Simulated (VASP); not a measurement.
A run of VASP 6.6.1:

Contents of INCAR:

```
ALGO = Normal
EDIFF = 1E-6
ENCUT = 520
GGA = RP
ISIF = 2
ISMEAR = -1
ISPIN = 2
LASPH = True
LCHARG = False
LMAXMIX = 4
LORBIT = 11
LREAL = False
LWAVE = False
MAGMOM = 0.71 0.71
NBANDS = 21
NELM = 150
PREC = Accurate
SIGMA = 0.05
```

KPOINTS

```
k-points
0
Gamma
  16 16 9
```

POSCAR

```
Ni
1.0
    2.5467270483      0.0000000000      0.0000000000
   -1.2733635241      2.2055303203      0.0000000000
    0.0000000000      0.0000000000      4.1702174131
Ni
2
Direct
    0.3333333333      0.6666666667      0.2500000000
    0.6666666667      0.3333333333      0.7500000000
```

Potentials or basis: VASP PAW PBE potentials, release 64 (Ni).

Command:

```sh
$ cat potpaw_PBE.64/Ni/POTCAR > POTCAR
$ mpirun -np 1 vasp_std > vasp.out
```

Hardware: 1 thread of Intel Xeon 6975P-C, on a shared host.

Task: How long does it take, and how much memory?

Result: It took 100 s on 1 thread of Intel Xeon 6975P-C, with other jobs on the host, peak memory 0.22 GiB. Counts: scf iterations 13, k points 150.
